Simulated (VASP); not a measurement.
# BN in VASP: settings compared

BN is run at these levels: PBE, PBEsol+D3(BJ), r2SCAN; tasks: single point.

Program: VASP 6.6.1. These are calculated values, not measurements. Logs are shortened: lines on timing, memory, paths and dates and some standing lists are left out, and cuts for length are marked.

## (1) The cell of the first run

The structure is trigonal, space group R3m (No. 160). The conventional cell has a = 2.656 Å, b = 2.656 Å, c = 9.831 Å, α = 90.00°, β = 90.00°, γ = 120.00°. Within 2.1 Å of B (site symmetry 3m) lie 3 N at 1.56 Å. Within 2.1 Å of N (site symmetry 3m) lie 3 B at 1.56 Å.

## (2) Single point, PBE (strained and its atoms moved)

Input file INCAR:

```
SYSTEM = BN
PREC     = Accurate       ! precision mode
ENCUT    = 520            ! plane-wave cutoff, eV
EDIFF    = 1E-6           ! SCF threshold, eV
ISMEAR   = 0              ! smearing method
SIGMA    = 0.02           ! smearing width, eV
LREAL    = .FALSE.        ! projectors in reciprocal space
LASPH    = .TRUE.         ! aspherical terms in the spheres
NELM     = 100            ! most SCF steps
ALGO     = Normal         ! electronic algorithm
ISIF     = 2              ! what is computed and relaxed
LWAVE    = .FALSE.        ! write WAVECAR
LCHARG   = .FALSE.        ! write CHGCAR
GGA      = PE             ! functional
NBANDS   = 11             ! bands
```

Input file KPOINTS:

```
regular mesh
0
G
  12 12 12
  0 0 0
```

Input file POSCAR:

```
BN
1.0
    1.3281158177      0.7667880249      3.2769406902
   -1.3281158177      0.7667880249      3.2769406902
    0.0000000000     -1.5335760498      3.2769406902
B N
1 1
Direct
    0.9848473125      0.9848473125      0.9848473125
    0.3475856875      0.3475856875      0.3475856875
```

Potentials or basis: VASP PAW PBE potentials, release 64 (B, N).

Launch:

```console
cat potpaw_PBE.64/B/POTCAR potpaw_PBE.64/N/POTCAR > POTCAR
mpirun -np 1 vasp_std > vasp.out
```

OUTCAR:

```text
SYSTEM = BN
   PREC = Accurate
   ENCUT = 520
   EDIFF = 1E-6
   ISMEAR = 0
   LREAL = .FALSE.
   LASPH = .TRUE.
   NELM = 100
   ISIF = 2
   GGA = PE

 ion  position               nearest neighbor table
   1  0.985  0.985  0.985-   2 1.56   2 1.56   2 1.56
   2  0.348  0.348  0.348-   1 1.56   1 1.56   1 1.56

  LATTYP: Found a trigonal (rhomboedric) cell.
 ALAT       =     3.6180375603
 COS(alpha) =     0.7305018727

  Lattice vectors:

 A1 = (   1.3281158177,   0.7667880249,   3.2769406902)
 A2 = (  -1.3281158177,   0.7667880249,   3.2769406902)
 A3 = (   0.0000000000,  -1.5335760498,   3.2769406902)

Analysis of symmetry for initial positions (statically):
=====================================================================
 Subroutine PRICEL returns:
 Original cell was already a primitive cell.

 Routine SETGRP: Setting up the symmetry group for a
 trigonal (rhombohedral) supercell.

 Subroutine GETGRP returns: Found  6 space group operations
 (whereof  6 operations were pure point group operations)
 out of a pool of 12 trial point group operations.

The static configuration has the point symmetry C_3v.

Analysis of symmetry for dynamics (positions and initial velocities):
=====================================================================
 Subroutine PRICEL returns:
 Original cell was already a primitive cell.

 Routine SETGRP: Setting up the symmetry group for a
 trigonal (rhombohedral) supercell.

 Subroutine GETGRP returns: Found  6 space group operations
 (whereof  6 operations were pure point group operations)
 out of a pool of 12 trial point group operations.

The dynamic configuration has the point symmetry C_3v.

 Subroutine INISYM returns: Found  6 space group operations
 (whereof  6 operations are pure point group operations),
 and found     1 'primitive' translations

----------------------------------------------------------------------------------------

                                     Primitive cell

  volume of cell :      20.0231

  direct lattice vectors                    reciprocal lattice vectors
     1.328115818  0.766788025  3.276940690     0.376473191  0.217356898  0.101720893
    -1.328115818  0.766788025  3.276940690    -0.376473191  0.217356898  0.101720893
     0.000000000 -1.533576050  3.276940690     0.000000000 -0.434713796  0.101720893

  length of vectors
     3.618037560  3.618037560  3.618037560     0.446456297  0.446456297  0.446456297

  position of ions in fractional coordinates (direct lattice)
     0.984847313  0.984847313  0.984847313
     0.347585688  0.347585688  0.347585688

  ion indices of the primitive-cell ions
   primitive index   ion index
                 1           1
                 2           2

----------------------------------------------------------------------------------------

 KPOINTS: regular mesh

Automatic generation of k-mesh.
 Grid dimensions read from file:
 generate k-points for:   12   12   12

 Generating k-lattice:

  Cartesian coordinates                     Fractional coordinates (reciprocal lattice)
     0.031372766  0.018113075  0.008476741     0.083333333  0.000000000  0.000000000
    -0.031372766  0.018113075  0.008476741     0.000000000  0.083333333  0.000000000
     0.000000000 -0.036226150  0.008476741     0.000000000  0.000000000  0.083333333

  Length of vectors
     0.037204691  0.037204691  0.037204691

  Shift w.r.t. Gamma in fractional coordinates (k-lattice)
     0.000000000  0.000000000  0.000000000

 Subroutine IBZKPT returns following result:
 ===========================================

 Found    189 irreducible k-points:

 Following reciprocal coordinates:
            Coordinates               Weight
  0.000000  0.000000  0.000000      1.000000
  0.083333 -0.000000 -0.000000      6.000000
  0.166667 -0.000000 -0.000000      6.000000
  0.250000 -0.000000 -0.000000      6.000000
  0.333333  0.000000 -0.000000      6.000000
  0.416667 -0.000000 -0.000000      6.000000
[... 16 lines left out ...]
  0.500000  0.166667 -0.000000     12.000000
 -0.416667  0.166667  0.000000     12.000000
 [... further k-points ...]
   k-points           NKPTS =    189   k-points in BZ     NKDIM =    189   number of bands    NBANDS=     11
   number of dos      NEDOS =    301   number of ions     NIONS =      2
   total plane-waves  NPLWV =  21952
   dimension x,y,z NGX =    28 NGY =   28 NGZ =   28
   dimension x,y,z NGXF=    56 NGYF=   56 NGZF=   56
   ions per type =               1   1
   NGX,Y,Z   is equivalent  to a cutoff of  12.87, 12.87, 12.87 a.u.
   NGXF,Y,Z  is equivalent  to a cutoff of  25.73, 25.73, 25.73 a.u.
 SYSTEM =  BN
   PREC   = accura    normal or accurate (medium, high low for compatibility)
   ISTART =      0    job   : 0-new  1-cont  2-samecut
   ICHARG =      2    charge: 1-file 2-atom 10-const
   ISPIN  =      1    spin polarized calculation?
   LNONCOLLINEAR =      F non collinear calculations
   LSORBIT =      F    spin-orbit coupling
   LASPH  =      T    aspherical Exc in radial PAW
   ENCUT  =  520.0 eV  38.22 Ry    6.18 a.u.   6.73  6.73  6.73*2*pi/ulx,y,z
   NELM   =    100;   NELMIN=  2; NELMDL= -5     # of ELM steps
   EDIFF  = 0.1E-05   stopping-criterion for ELM
   LREAL  =      F    real-space projection
   EDIFFG = 0.1E-04   stopping-criterion for IOM
   NSW    =      0    number of steps for IOM
   IBRION =     -1    ionic relax: 0-MD 1-quasi-New 2-CG
   NFREE  =      0    steps in history (QN), initial steepest desc. (CG)
   ISIF   =      2    stress and relaxation
   ISYM   =      2    0-nonsym 1-usesym 2-fastsym
   POTIM  = 0.5000    time-step for ionic-motion
   TEBEG  =    0.0;   TEEND  =   0.0 temperature during run
   PSTRESS=    0.0 pullay stress
   NELECT =       8.0000    total number of electrons
   NUPDOWN=      -1.0000    fix difference up-down
   EMIN   =  10.00;   EMAX   =-10.00  energy-range for DOS
   EFERMI =   0.00;   METHOD = LEGACY
   ISMEAR =     0;   SIGMA  =   0.02  broadening in eV -4-tet -1-fermi 0-gaus
   EFERMI_NEDOS =   21; number of points for ismear=-14 and -15
   IALGO  =     38    algorithm
   IMIX   =      4    mixing-type and parameters
     AMIX     =   0.40;   BMIX     =  1.00
     AMIX_MAG =   1.60;   BMIX_MAG =  1.00
  volume/ion in A,a.u.               =      10.01        67.56
  Fermi-wavevector in a.u.,A,eV,Ry     =   1.205761  2.278557 19.780951  1.453859
  Thomas-Fermi vector in A             =   2.341448
   LORBIT       =      0    0 simple, 1 ext, 2 COOP (PROOUT), +10 PAW based schemes
   GGA     = PE    functional components
   LHFCALC =     F    Hartree Fock is set to
   AEXX    =    0.0000 exact exchange contribution
   IVDW    =     0    specifies the selected vdW correction
   LEPSILON=     F    determine dielectric tensor
   LRPA    =     F    only Hartree local field effects (RPA)
 non-spin polarized calculation
 Gauss-broadening in eV      SIGMA  =   0.02
  energy-cutoff  :      520.00
  volume of cell :       20.02
 maximum number of plane-waves:       551
   NGX = 13   NGY = 13   NGZ = 13

 number of electron       8.0000000 magnetization

 Free energy of the ion-electron system (eV)
  ---------------------------------------------------
  ext. energy  EPLUGINS =         0.00000000
  ---------------------------------------------------
  free energy    TOTEN  =       -16.68632519 eV

  energy without entropy =      -16.68632519  energy(sigma->0) =      -16.68632519

 E-fermi :   1.6705     XC(G=0):  -9.8949

 val. band max:        1.5628309891   @ k =  -0.3333   0.2500  -0.0000
 cond. band min:       4.7042128681   @ k =   0.5000   0.5000  -0.0000
 fundamental gap:      3.1413818790
 Fermi energy:         1.6704908296

 k-point     1 :       0.0000    0.0000    0.0000
  band No.  band energies     occupation
      1     -14.9748      2.00000
      2      -1.2384      2.00000
      3       0.6787      2.00000
      4       0.6787      2.00000
      5       5.5992      0.00000
      6      11.9037      0.00000
      7      11.9037      0.00000
      8      12.3250      0.00000
      9      15.3016      0.00000
     10      24.9549      0.00000
     11      26.8444      0.00000

 k-point     2 :       0.0833   -0.0000   -0.0000
  band No.  band energies     occupation
      1     -14.8510      2.00000
      2      -1.1371      2.00000
      3       0.1118      2.00000
      4       0.4704      2.00000
      5       5.8437      0.00000
      6      11.6826      0.00000
      7      12.3460      0.00000
      8      12.6625      0.00000
      9      15.1796      0.00000
     10      24.5135      0.00000
     11      25.6226      0.00000

 k-point     3 :       0.1667   -0.0000   -0.0000
  band No.  band energies     occupation
      1     -14.4875      2.00000
      2      -1.2708      2.00000
      3      -0.8221      2.00000
      4      -0.0416      2.00000
      5       6.3983      0.00000
      6      11.1691      0.00000
      7      13.0725      0.00000
      8      13.5152      0.00000
      9      15.2709      0.00000
     10      22.2200      0.00000
     11      24.3768      0.00000

 k-point     4 :       0.2500   -0.0000   -0.0000
  band No.  band energies     occupation
      1     -13.9136      2.00000
      2      -2.9374      2.00000
      3      -0.6417      2.00000
      4      -0.3454      2.00000
      5       6.9821      0.00000
      6      10.4029      0.00000
      7      13.0700      0.00000
      8      15.0341      0.00000
      9      16.0772      0.00000
     10      20.2811      0.00000
     11      23.3909      0.00000
[... 239 lines left out ...]
 k-point    22 :       0.4167    0.1667   -0.0000
  band No.  band energies     occupation
      1     -12.8691      2.00000
      2      -4.5462      2.00000
      3      -2.3281      2.00000
      4       0.1876      2.00000
      5       6.9880      0.00000
      6      11.5328      0.00000
      7      13.6818      0.00000
      8      14.9093      0.00000
      9      17.0854      0.00000
     10      19.6177      0.00000
     11      22.5953      0.00000

 k-point    23 :       0.5000    0.1667   -0.0000
  band No.  band energies     occupation
      1     -12.2501      2.00000
      2      -5.5890      2.00000
      3      -2.7961      2.00000
      4       0.8517      2.00000
      5       6.5060      0.00000
      6      11.3512      0.00000
      7      14.5536      0.00000
      8      15.0305      0.00000
      9      17.3577      0.00000
     10      19.0022      0.00000
     11      22.8660      0.00000

 k-point    24 :      -0.4167    0.1667    0.0000
  band No.  band energies     occupation
      1     -11.9949      2.00000
      2      -6.0061      2.00000
      3      -2.9525      2.00000
      4       1.3131      2.00000
      5       6.1927      0.00000
      6      11.1689      0.00000
      7      14.3652      0.00000
      8      15.1372      0.00000
      9      17.7344      0.00000
     10      18.8594      0.00000
     11      22.9670      0.00000

 [... further k-points ...]
[... 5 lines left out ...]
  --------------------------------------------------------------------------------------
  -------------------------------------------------------------------------------------
  Total       -5.6508966     -5.6508966     -0.8116888      0.0000000      0.0000000      0.0000000
  in kB     -452.1648918   -452.1648918    -64.9484873      0.0000000      0.0000000      0.0000000
  external PRESSURE =    -323.0927570 kB  Pullay stress =       0.0000000 kB

 VOLUME and BASIS-vectors are now :
 -----------------------------------------------------------------------------
  energy-cutoff  :      520.00
  volume of cell :       20.02
      direct lattice vectors                 reciprocal lattice vectors
     1.328115818  0.766788025  3.276940690     0.376473191  0.217356898  0.101720893
    -1.328115818  0.766788025  3.276940690    -0.376473191  0.217356898  0.101720893
     0.000000000 -1.533576050  3.276940690     0.000000000 -0.434713796  0.101720893

 POSITION                                       TOTAL-FORCE (eV/Angst)
 -----------------------------------------------------------------------------------
      0.00000      0.00000      9.68186         0.000000     -0.000000      3.731504
      0.00000      0.00000      3.41705         0.000000      0.000000     -3.731504
 -----------------------------------------------------------------------------------
    total drift:                               -0.000000     -0.000000      0.000247

  FREE ENERGIE OF THE ION-ELECTRON SYSTEM (eV)
  ---------------------------------------------------
  free  energy   TOTEN  =       -16.6863251897 eV

  energy  without entropy=      -16.6863251897  energy(sigma->0) =      -16.68632519
```

Wall time 36 s (1 thread of Intel Xeon Platinum 8559C (Emerald Rapids), shared host); peak memory 0.17 GiB.

What came out:

| Property | Result |
| --- | --- |
| Free energy | -16.6863 eV |
| Pressure | -32.3 GPa |
| Largest force | 3.732 eV/Å |
| Band gap on the k mesh | 3.14 eV, indirect (least direct gap 3.94 eV) |

Forces in eV/Å, atoms in the order of the input:
```
B    0.000  0.000  3.732
N    0.000  0.000 -3.732
```

Stress tensor (GPa, compression positive):
```
-45.22   0.00   0.00
  0.00 -45.22   0.00
  0.00   0.00  -6.49
```

Caveat: the cell differs from its parent crystal (strained and its atoms moved); forces of over 1 eV/Å act on the atoms, so gaps and moduli don't describe the material at rest. A k mesh can miss the band edges.

(Part 1 of 3 ends here.)
